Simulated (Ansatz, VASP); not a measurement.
## Two plane-wave programs on MgTeSe3

```
Mg Te Se
1.0
     3.77981    2.18228    3.58168
    -3.77981    2.18228    3.58168
     0.00000   -4.36455    3.58168
Mg Te Se
1 1 3
Direct
  0.86524 0.86524 0.86524
  0.51688 0.51688 0.51688
  0.56851 0.56851 0.05885
  0.56851 0.05885 0.56851
  0.05885 0.56851 0.56851
```

Change from the starting cell: species swapped into the CsHgCl3 type (R3m, No. 160).

Alike in both runs: functional PBE; k mesh 3 × 3 × 3; occupations gaussian, width 0.1 eV; no spin polarisation.

Ansatz relaxed the structure, and its values are those at the end. VASP's run is a single point on that final structure, the one shown.

|  | VASP | Ansatz |
| --- | --- | --- |
| version | VASP 6.6.1 | Ansatz 0.2.0 |
| potentials or method | VASP PAW PBE potentials, release 64 (Mg, Te, Se), cutoff 520 eV | scalar-relativistic, plane waves, PAW |
| valence electrons in the cell | 26 | 74 |

|  | VASP | Ansatz | Ansatz less VASP |
| --- | --- | --- | --- |
| gap on the k mesh at the Fermi level (eV) | 0.96 | 0.96 | +0.004 |
| least direct gap on the mesh (eV) | 0.96 | 0.96 | +0.004 |
| pressure (GPa) | 0.0 | 0.0 | +0.01 |
| rms of the force components (eV/Å) | 0.015 | 0.005 | -0.0099 |

The functional is the same, so the differences come from potentials, cutoffs and numerics. VASP's potentials hold 26 valence electrons a cell and Ansatz's 74, so a difference there can come from the potentials and not from the codes.

Neither program's run includes spin-orbit coupling.
